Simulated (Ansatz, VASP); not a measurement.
# Al: VASP beside Ansatz

INCAR

```
SYSTEM = Al
ALGO = Normal
EDIFF = 1E-7
ENCUT = 520
GGA = PE
ISIF = 2
ISMEAR = 0
IVDW = 12
LASPH = .True.
LCHARG = .True.
LELF = .True.
LREAL = .False.
LVHAR = .True.
LWAVE = .False.
NBANDS = 8
NELM = 100
PREC = Accurate
SIGMA = 0.15
```

The input KPOINTS:

```
k-points
0
Gamma
  22 22 22
  0 0 0
```

The input POSCAR:

```
Al
1.0
    0.0000000000      2.1465315083      1.9870442173
    2.1465315083      0.0000000000      1.9870442173
    2.1465315083      2.1465315083      0.0000000000
Al
1
Direct
    0.0000000000      0.0000000000      0.0000000000
```

Input for Ansatz:

```yaml
crystal:
  lattice:
    - [0.0, 2.1465315083, 1.9870442173]
    - [2.1465315083, 0.0, 1.9870442173]
    - [2.1465315083, 2.1465315083, 0.0]
  atoms:
    - { symbol: Al, position: [0.0, 0.0, 0.0] }
basis:
  ecutwfc: 420
kpoints:
  mp_grid: { grid: [22, 22, 22] }
hamiltonian:
  xc: pbe
  pseudopotentials: { kind: paw, azcp: { folder: soft_1 } }
  dispersion: d3bj
scf:
  occupations: { method: gaussian, width: 0.15 }
output:
  forces: true
  stress: true
  eigenvalues: true
```

Alike in both runs: task single point; functional PBE; dispersion D3(BJ); k mesh 22 × 22 × 22; occupations gaussian, width 0.15 eV; no spin polarisation.

|  | VASP | Ansatz |
| --- | --- | --- |
| version | VASP 6.6.1 | Ansatz 0.2.0 |
| potentials or method | VASP PAW PBE potentials, release 64 (Al), cutoff 520 eV | scalar-relativistic, plane waves, PAW |
| valence electrons in the cell | 3 | 3 |

|  | VASP | Ansatz | Ansatz less VASP |
| --- | --- | --- | --- |
| gap on the k mesh at the Fermi level (eV) | none | none | - |
| pressure (GPa) | -8.8 | -8.8 | +0.01 |
| traceless stress, the component that is largest in VASP (GPa) | 1.82 | 1.83 | +0.009 |

A gap of «none» marks a metal or a gap that the smearing closes.
